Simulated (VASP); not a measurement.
# Se (Cmcm) in VASP: notebook

Se is run at these levels: PBE; tasks: relaxation of cell and atoms, single point.

Program: VASP 6.6.1. These are calculated values, not measurements. Logs are shortened: lines on timing, memory, paths and dates and some standing lists are left out, and cuts for length are marked.

## Step 1: The cell of the first run

The typed cell holds 6 atoms: a = 6.123 Å, b = 6.123 Å, c = 5.532 Å, α = 90.00°, β = 90.00°, γ = 53.84°.

## Step 2: Relaxation of cell and atoms, PBE

INCAR reads:

```
PREC = Accurate ; ENCUT = 600
EDIFF = 1E-6 ; ISMEAR = 0
SIGMA = 0.1 ; LREAL = False
LASPH = True ; NELM = 100
ALGO = Normal ; ISIF = 3
LWAVE = False ; LCHARG = False
GGA = PE ; IBRION = 2
NSW = 100 ; EDIFFG = -0.01
```

KPOINTS reads:

```
Automatic mesh
0
Gamma
  8 8 8
```

POSCAR reads:

```
Se
1.0
    5.4592760594     -2.7720305215      0.0000000000
    5.4592760594      2.7720305215      0.0000000000
    0.0000000000      0.0000000000      5.5317918422
Se
6
Direct
    0.0000849967      0.9999150033      0.7500000000
    0.9999150033      0.0000849967      0.2500000000
    0.7590414824      0.7591213528      0.2500000000
    0.2409585176      0.2408786472      0.7500000000
    0.7591213528      0.7590414824      0.7500000000
    0.2408786472      0.2409585176      0.2500000000
```

Potentials or basis: VASP PAW PBE potentials, release 64 (Se).

On the command line:

```bash
$ cat potpaw_PBE.64/Se/POTCAR > POTCAR
$ mpirun -np 1 vasp_std > vasp.out
```

OUTCAR:

```text
PREC = Accurate
   ENCUT = 600
   EDIFF = 1E-6
   ISMEAR = 0
   LREAL = False
   LASPH = True
   NELM = 100
   ISIF = 3
   GGA = PE
   IBRION = 2
   NSW = 100
   EDIFFG = -0.01

 ion  position               nearest neighbor table
   1  0.000  1.000  0.750-   4 2.63   5 2.63   2 2.77   2 2.77
   2  1.000  0.000  0.250-   3 2.63   6 2.63   1 2.77   1 2.77
   3  0.759  0.759  0.250-   2 2.63   5 2.77   5 2.77   6 2.78   6 2.78
   4  0.241  0.241  0.750-   1 2.63   6 2.77   6 2.77   5 2.78   5 2.78
   5  0.759  0.759  0.750-   1 2.63   3 2.77   3 2.77   4 2.78   4 2.78
   6  0.241  0.241  0.250-   2 2.63   4 2.77   4 2.77   3 2.78   3 2.78

  LATTYP: Found a base centered orthorhombic cell.
 ALAT       =     5.5440610430
 B/A-ratio  =     1.9694141234
 C/A-ratio  =     0.9977869651

  Lattice vectors:

 A1 = (  -5.4592760594,  -2.7720305215,   0.0000000000)
 A2 = (   5.4592760594,  -2.7720305215,   0.0000000000)
 A3 = (   0.0000000000,   0.0000000000,   5.5317918422)

Analysis of symmetry for initial positions (statically):
=====================================================================
 Subroutine PRICEL returns:
 Original cell was already a primitive cell.

 Routine SETGRP: Setting up the symmetry group for a
 base centered orthorhombic supercell.

 Subroutine GETGRP returns: Found  8 space group operations
 (whereof  4 operations were pure point group operations)
 out of a pool of  8 trial point group operations.

The static configuration has the point symmetry C_2h.
 The point group associated with its full space group is D_2h.

Analysis of symmetry for dynamics (positions and initial velocities):
=====================================================================
 Subroutine PRICEL returns:
 Original cell was already a primitive cell.

 Routine SETGRP: Setting up the symmetry group for a
 base centered orthorhombic supercell.

 Subroutine GETGRP returns: Found  8 space group operations
 (whereof  4 operations were pure point group operations)
 out of a pool of  8 trial point group operations.

The dynamic configuration has the point symmetry C_2h.
 The point group associated with its full space group is D_2h.

 Subroutine INISYM returns: Found  8 space group operations
 (whereof  4 operations are pure point group operations),
 and found     1 'primitive' translations

----------------------------------------------------------------------------------------

                                     Primitive cell

  volume of cell :     167.4283

  direct lattice vectors                    reciprocal lattice vectors
     5.459276059 -2.772030522  0.000000000     0.091587235 -0.180373194  0.000000000
     5.459276059  2.772030522  0.000000000     0.091587235  0.180373194  0.000000000
     0.000000000  0.000000000  5.531791842     0.000000000  0.000000000  0.180773252

  length of vectors
     6.122732095  6.122732095  5.531791842     0.202293625  0.202293625  0.180773252

  position of ions in fractional coordinates (direct lattice)
     0.000084997  0.999915003  0.750000000
     0.999915003  0.000084997  0.250000000
     0.759041482  0.759121353  0.250000000
     0.240958518  0.240878647  0.750000000
     0.759121353  0.759041482  0.750000000
     0.240878647  0.240958518  0.250000000

  ion indices of the primitive-cell ions
   primitive index   ion index
                 1           1
                 2           2
                 3           3
                 4           4
                 5           5
                 6           6

----------------------------------------------------------------------------------------

 KPOINTS: Automatic mesh

Automatic generation of k-mesh.
 Grid dimensions read from file:
 generate k-points for:    8    8    8

 Generating k-lattice:

  Cartesian coordinates                     Fractional coordinates (reciprocal lattice)
     0.011448404 -0.022546649  0.000000000     0.125000000  0.000000000  0.000000000
     0.011448404  0.022546649  0.000000000     0.000000000  0.125000000  0.000000000
     0.000000000  0.000000000  0.022596656     0.000000000  0.000000000  0.125000000

  Length of vectors
     0.025286703  0.025286703  0.022596656

  Shift w.r.t. Gamma in fractional coordinates (k-lattice)
     0.000000000  0.000000000  0.000000000

 Subroutine IBZKPT returns following result:
 ===========================================

 Found    105 irreducible k-points:

 Following reciprocal coordinates:
            Coordinates               Weight
  0.000000  0.000000  0.000000      1.000000
  0.125000  0.000000  0.000000      4.000000
  0.250000  0.000000  0.000000      4.000000
  0.375000 -0.000000  0.000000      4.000000
  0.500000  0.000000  0.000000      2.000000
  0.125000  0.125000  0.000000      2.000000
[... 16 lines left out ...]
  0.125000  0.000000  0.125000      8.000000
  0.250000  0.000000  0.125000      8.000000
 [... further k-points ...]
   k-points           NKPTS =    105   k-points in BZ     NKDIM =    105   number of bands    NBANDS=     22
   number of dos      NEDOS =    301   number of ions     NIONS =      6
   total plane-waves  NPLWV = 120000
   dimension x,y,z NGX =    50 NGY =   50 NGZ =   48
   dimension x,y,z NGXF=   100 NGYF=  100 NGZF=   96
   ions per type =               6
   NGX,Y,Z   is equivalent  to a cutoff of  13.58, 13.58, 14.43 a.u.
   NGXF,Y,Z  is equivalent  to a cutoff of  27.15, 27.15, 28.85 a.u.
 SYSTEM =  unknown system
   PREC   = accura    normal or accurate (medium, high low for compatibility)
   ISTART =      0    job   : 0-new  1-cont  2-samecut
   ICHARG =      2    charge: 1-file 2-atom 10-const
   ISPIN  =      1    spin polarized calculation?
   LNONCOLLINEAR =      F non collinear calculations
   LSORBIT =      F    spin-orbit coupling
   LASPH  =      T    aspherical Exc in radial PAW
   ENCUT  =  600.0 eV  44.10 Ry    6.64 a.u.  12.23 12.23 11.05*2*pi/ulx,y,z
   NELM   =    100;   NELMIN=  2; NELMDL= -5     # of ELM steps
   EDIFF  = 0.1E-05   stopping-criterion for ELM
   LREAL  =      F    real-space projection
   EDIFFG = -.1E-01   stopping-criterion for IOM
   NSW    =    100    number of steps for IOM
   IBRION =      2    ionic relax: 0-MD 1-quasi-New 2-CG
   NFREE  =      1    steps in history (QN), initial steepest desc. (CG)
   ISIF   =      3    stress and relaxation
   ISYM   =      2    0-nonsym 1-usesym 2-fastsym
   POTIM  = 0.5000    time-step for ionic-motion
   TEBEG  =    0.0;   TEEND  =   0.0 temperature during run
   PSTRESS=    0.0 pullay stress
   NELECT =      36.0000    total number of electrons
   NUPDOWN=      -1.0000    fix difference up-down
   EMIN   =  10.00;   EMAX   =-10.00  energy-range for DOS
   EFERMI =   0.00;   METHOD = LEGACY
   ISMEAR =     0;   SIGMA  =   0.10  broadening in eV -4-tet -1-fermi 0-gaus
   EFERMI_NEDOS =   21; number of points for ismear=-14 and -15
   IALGO  =     38    algorithm
   IMIX   =      4    mixing-type and parameters
     AMIX     =   0.40;   BMIX     =  1.00
     AMIX_MAG =   1.60;   BMIX_MAG =  1.00
  volume/ion in A,a.u.               =      27.90       188.31
  Fermi-wavevector in a.u.,A,eV,Ry     =   0.980767  1.853382 13.087509  0.961905
  Thomas-Fermi vector in A             =   2.111723
   LORBIT       =      0    0 simple, 1 ext, 2 COOP (PROOUT), +10 PAW based schemes
   GGA     = PE    functional components
   LHFCALC =     F    Hartree Fock is set to
   AEXX    =    0.0000 exact exchange contribution
   IVDW    =     0    specifies the selected vdW correction
   LEPSILON=     F    determine dielectric tensor
   LRPA    =     F    only Hartree local field effects (RPA)
 conjugate gradient relaxation of ions
 non-spin polarized calculation
 Gauss-broadening in eV      SIGMA  =   0.10
  energy-cutoff  :      600.00
  volume of cell :      167.43
 maximum number of plane-waves:      5620
 NGX is ok and might be reduce to    50
   NGX = 25   NGY = 25   NGZ = 23

 number of electron      36.0000005 magnetization

 Free energy of the ion-electron system (eV)
  ---------------------------------------------------
  ext. energy  EPLUGINS =         0.00000000
  ---------------------------------------------------
  free energy    TOTEN  =       -20.06185836 eV

  energy without entropy =      -20.04731901  energy(sigma->0) =      -20.05458868

 E-fermi :   2.4757     XC(G=0):  -8.6264

 val. band max:        2.4709133699   @ k =   0.5000   0.3750   0.1250
 cond. band min:       2.4803542247   @ k =   0.5000   0.5000   0.1250
 fundamental gap:      0.0094408548
 Fermi energy:         2.4757444180

 k-point     1 :       0.0000    0.0000    0.0000
  band No.  band energies     occupation
      1     -13.1525      2.00000
      2     -10.8417      2.00000
      3     -10.5785      2.00000
      4     -10.5286      2.00000
      5      -8.2239      2.00000
      6      -8.1940      2.00000
[... 14 lines left out ...]
     21       5.7224      0.00000
     22       6.6289      0.00000

 k-point     2 :       0.1250    0.0000    0.0000
  band No.  band energies     occupation
      1     -13.0957      2.00000
      2     -10.8242      2.00000
      3     -10.7854      2.00000
      4     -10.4145      2.00000
      5      -8.4922      2.00000
      6      -8.0586      2.00000
[... 14 lines left out ...]
     21       5.7102      0.00000
     22       6.1558      0.00000

 k-point     3 :       0.2500    0.0000    0.0000
  band No.  band energies     occupation
      1     -12.9318      2.00000
      2     -11.2065      2.00000
      3     -10.6229      2.00000
      4     -10.3662      2.00000
      5      -8.8851      2.00000
      6      -8.0019      2.00000
[... 14 lines left out ...]
     21       5.0028      0.00000
     22       5.7306      0.00000

 k-point     4 :       0.3750   -0.0000    0.0000
  band No.  band energies     occupation
      1     -12.6919      2.00000
      2     -11.6136      2.00000
      3     -10.3853      2.00000
      4     -10.3565      2.00000
      5      -9.2969      2.00000
      6      -7.9880      2.00000
[... 14 lines left out ...]
     21       5.1709      0.00000
     22       5.8109      0.00000

 k-point     5 :       0.5000    0.0000    0.0000
  band No.  band energies     occupation
      1     -12.5270      2.00000
      2     -11.8407      2.00000
      3     -10.3563      2.00000
      4     -10.2229      2.00000
      5      -9.5237      2.00000
      6      -7.9867      2.00000
[... 14 lines left out ...]
     21       5.2965      0.00000
     22       5.8321      0.00000

 k-point     6 :       0.1250    0.1250    0.0000
  band No.  band energies     occupation
      1     -13.1099      2.00000
      2     -10.9868      2.00000
      3     -10.7990      2.00000
      4     -10.1664      2.00000
      5      -8.6590      2.00000
      6      -7.8000      2.00000
[... 14 lines left out ...]
     21       5.6998      0.00000
     22       6.3477      0.00000

 k-point     7 :       0.2500    0.1250    0.0000
  band No.  band energies     occupation
      1     -13.0118      2.00000
      2     -11.2457      2.00000
      3     -10.7013      2.00000
      4     -10.0844      2.00000
      5      -8.9257      2.00000
      6      -7.7087      2.00000
[... 324 lines left out ...]
      6      -7.5494      2.00000
[... 14 lines left out ...]
     21       5.3133      0.00000
     22       5.6032      0.00000

 k-point    21 :       0.5000    0.5000    0.0000
  band No.  band energies     occupation
      1     -12.7110      2.00000
      2     -11.9604      2.00000
      3     -10.3968      2.00000
      4      -9.6565      2.00000
      5      -9.6164      2.00000
      6      -7.2015      2.00000
[... 14 lines left out ...]
     21       5.7079      0.00000
     22       5.9488      0.00000

 k-point    22 :       0.0000    0.0000    0.1250
  band No.  band energies     occupation
      1     -13.0923      2.00000
      2     -10.9839      2.00000
      3     -10.5179      2.00000
      4     -10.4683      2.00000
      5      -8.3721      2.00000
      6      -8.3401      2.00000
[... 14 lines left out ...]
     21       5.6276      0.00000
     22       6.0667      0.00000

 k-point    23 :       0.1250    0.0000    0.1250
  band No.  band energies     occupation
      1     -13.0355      2.00000
      2     -10.9275      2.00000
      3     -10.7639      2.00000
      4     -10.3539      2.00000
      5      -8.6378      2.00000
      6      -8.2071      2.00000
[... 14 lines left out ...]
     21       5.6108      0.00000
     22       5.8929      0.00000

 k-point    24 :       0.2500    0.0000    0.1250
  band No.  band energies     occupation
      1     -12.8716      2.00000
      2     -11.1463      2.00000
      3     -10.7649      2.00000
      4     -10.3055      2.00000
      5      -9.0293      2.00000
      6      -8.1513      2.00000
[... 14 lines left out ...]
     21       4.9098      0.00000
     22       5.6256      0.00000

 [... further k-points ...]
[... 5 lines left out ...]
  --------------------------------------------------------------------------------------
  -------------------------------------------------------------------------------------
  Total        0.0393032      0.0353151      0.0471027      0.0000000     -0.0000000      0.0000000
  in kB        0.3761051      0.3379422      0.4507419      0.0000000     -0.0000000      0.0000000
  external PRESSURE =       0.3882631 kB  Pullay stress =       0.0000000 kB

 VOLUME and BASIS-vectors are now :
 -----------------------------------------------------------------------------
  energy-cutoff  :      600.00
  volume of cell :      167.43
      direct lattice vectors                 reciprocal lattice vectors
     5.459276059 -2.772030522  0.000000000     0.091587235 -0.180373194  0.000000000
     5.459276059  2.772030522  0.000000000     0.091587235  0.180373194  0.000000000
     0.000000000  0.000000000  5.531791842     0.000000000  0.000000000  0.180773252

 POSITION                                       TOTAL-FORCE (eV/Angst)
 -----------------------------------------------------------------------------------
      5.45928      2.77156      4.14884         0.000000      0.000307      0.000000
      5.45928     -2.77156      1.38295         0.000000     -0.000307     -0.000000
      8.28807      0.00022      1.38295        -0.004236     -0.000249     -0.000000
      2.63048     -0.00022      4.14884         0.004236      0.000249      0.000000
      8.28807     -0.00022      4.14884        -0.004236      0.000249     -0.000000
      2.63048      0.00022      1.38295         0.004236     -0.000249      0.000000
 -----------------------------------------------------------------------------------
    total drift:                                0.000000     -0.000000      0.000000

  FREE ENERGIE OF THE ION-ELECTRON SYSTEM (eV)
  ---------------------------------------------------
  free  energy   TOTEN  =       -20.0618583616 eV

  energy  without entropy=      -20.0473190067  energy(sigma->0) =      -20.05458868

 reached required accuracy - stopping structural energy minimisation
```

Run time: 8.1 min. Hardware: 1 thread of Intel Xeon Platinum 8259CL at 2.50GHz (Skylake/Cascade Lake), shared host; peak memory 0.56 GiB.

What came out:

| Property | Result |
| --- | --- |
| Free energy | -20.0619 eV |
| Pressure after relaxing | 0.0 GPa |
| Largest force after relaxing | 0.004 eV/Å |

Forces in eV/Å, atoms in the order of the input:
```
Se   0.000  0.000  0.000
Se   0.000  0.000  0.000
Se  -0.004  0.000  0.000
Se   0.004  0.000  0.000
Se  -0.004  0.000  0.000
Se   0.004  0.000  0.000
```

Final structure:
```xyz
6
Lattice="5.4593 -2.7720 0.0000 5.4593 2.7720 0.0000 0.0000 0.0000 5.5318" Properties=species:S:1:pos:R:3 pbc="T T T"
Se    5.4593    2.7716    4.1488
Se    5.4593   -2.7716    1.3829
Se    8.2881    0.0002    1.3829
Se    2.6305   -0.0002    4.1488
Se    8.2881   -0.0002    4.1488
Se    2.6305    0.0002    1.3829
```

Levels at points of the mesh, in eV from the Fermi level:
```tsv
k point	band 14	band 15	band 16	band 17	band 18	band 19	band 20	band 21	band 22
(0.00, 0.00, 0.00)	-2.56	-1.62	-0.41	0.33	1.45	2.34	2.62	3.25	4.15
(0.50, 0.00, 0.00)	-2.07	-1.73	-0.98	-0.94	-0.09	0.29	1.51	2.82	3.36
(0.50, 0.50, 0.00)	-2.85	-1.89	-1.07	0.12	1.49	2.15	2.66	3.23	3.47
(0.00, 0.00, 0.50)	-1.69	-0.94	-0.94	-0.68	-0.68	-0.57	-0.57	2.23	2.23
(0.50, 0.00, 0.50)	-2.14	-1.75	-1.75	-1.22	-1.22	-0.88	-0.88	-0.53	-0.53
(0.50, 0.50, 0.50)	-2.36	-1.82	-1.82	-1.06	-1.06	-0.02	-0.02	2.32	2.32
```

Caveat: the relaxation stopped at its first step, so nothing moved; the bands computed are all filled at some k points, so no gap is given.

## Step 3: Single point, PBE

INCAR reads:

```
PREC = Accurate ; ENCUT = 520
EDIFF = 1E-6 ; ISMEAR = 0
SIGMA = 0.1 ; LREAL = False
LASPH = True ; NELM = 100
ALGO = Normal ; ISIF = 2
LWAVE = False ; LCHARG = True
GGA = PE ; LELF = True
LVHAR = True ; NBANDS = 27
```

KPOINTS reads:

```
regular mesh
0
Gamma
  8 8 8
```

POSCAR is that of step 2.

Potentials or basis: VASP PAW PBE potentials, release 64 (Se).

On the command line:

```bash
$ cat potpaw_PBE.64/Se/POTCAR > POTCAR
$ mpirun -np 1 vasp_std > vasp.out
```

Wall time 4.7 min (1 thread of Intel Xeon Platinum 8375C at 2.90GHz (Ice Lake), shared host); peak memory 0.52 GiB.

It converged, with:

* Free energy: -20.0617 eV
* Pressure: 0.0 GPa
* Largest force: 0.004 eV/Å
* Band gap on the k mesh: zero (band 18 reaches 4.03 eV, above the bottom of band 19 at 1.59 eV)

Forces on the atoms (eV/Å):
```
Se   0.000  0.000  0.000
Se   0.000  0.000  0.000
Se  -0.004  0.000  0.000
Se   0.004  0.000  0.000
Se  -0.004  0.000  0.000
Se   0.004  0.000  0.000
```

Levels at points of the mesh, in eV from the Fermi level:
```csv
k point,band 15,band 16,band 17,band 18,band 19,band 20,band 21,band 22
"(0.00, 0.00, 0.00)",-1.62,-0.41,0.33,1.45,2.34,2.62,3.25,4.12
"(0.50, 0.00, 0.00)",-1.73,-0.98,-0.94,-0.09,0.29,1.51,2.82,3.31
"(0.50, 0.50, 0.00)",-1.89,-1.07,0.12,1.49,2.15,2.66,3.23,3.47
"(0.00, 0.00, 0.50)",-0.94,-0.94,-0.68,-0.68,-0.57,-0.57,2.23,2.23
"(0.50, 0.00, 0.50)",-1.75,-1.75,-1.22,-1.22,-0.88,-0.88,-0.53,-0.53
"(0.50, 0.50, 0.50)",-1.82,-1.82,-1.06,-1.06,-0.02,-0.02,2.32,2.32
```

## Step 4: Single point, PBE

INCAR reads:

```
SYSTEM = Se
  PREC = Accurate
  ENCUT = 520
  EDIFF = 1E-6
  ISMEAR = 0
  SIGMA = 0.1
  LREAL = .FALSE.
  LASPH = .TRUE.
  NELM = 100
  ALGO = Normal
  ISIF = 2
  LWAVE = .FALSE.
  LCHARG = .TRUE.
  GGA = PE
  LELF = .TRUE.
  LVHAR = .TRUE.
  NBANDS = 27
```

KPOINTS reads:

```
Automatic mesh
0
G
  8 8 8
  0 0 0
```

POSCAR is that of step 3.

On the command line:

```bash
$ cat potpaw_PBE.64/Se/POTCAR > POTCAR
$ mpirun -np 1 vasp_std > vasp.out
```

Wall time 10 min (1 thread of AMD EPYC 7R43 (Zen 3), shared host); peak memory 0.48 GiB.

Results (log left out):

```yaml
Free_energy: -20.0617 eV
Pressure: 0.0 GPa
Largest_force: 0.004 eV/Å
Band_gap_on_the_k_mesh: zero (band 18 reaches 4.03 eV, above the bottom of band 19 at 1.59 eV)
```

Forces on the atoms (eV/Å):
```
Se   0.000  0.000  0.000
Se   0.000  0.000  0.000
Se  -0.004  0.000  0.000
Se   0.004  0.000  0.000
Se  -0.004  0.000  0.000
Se   0.004  0.000  0.000
```

Levels at points of the mesh, in eV from the Fermi level:
```csv
k point,band 15,band 16,band 17,band 18,band 19,band 20,band 21,band 22
"(0.00, 0.00, 0.00)",-1.62,-0.41,0.33,1.45,2.34,2.62,3.25,4.12
"(0.50, 0.00, 0.00)",-1.73,-0.98,-0.94,-0.09,0.29,1.51,2.82,3.31
"(0.50, 0.50, 0.00)",-1.89,-1.07,0.12,1.49,2.15,2.66,3.23,3.47
"(0.00, 0.00, 0.50)",-0.94,-0.94,-0.68,-0.68,-0.57,-0.57,2.23,2.23
"(0.50, 0.00, 0.50)",-1.75,-1.75,-1.22,-1.22,-0.88,-0.88,-0.53,-0.53
"(0.50, 0.50, 0.50)",-1.82,-1.82,-1.06,-1.06,-0.02,-0.02,2.32,2.32
```
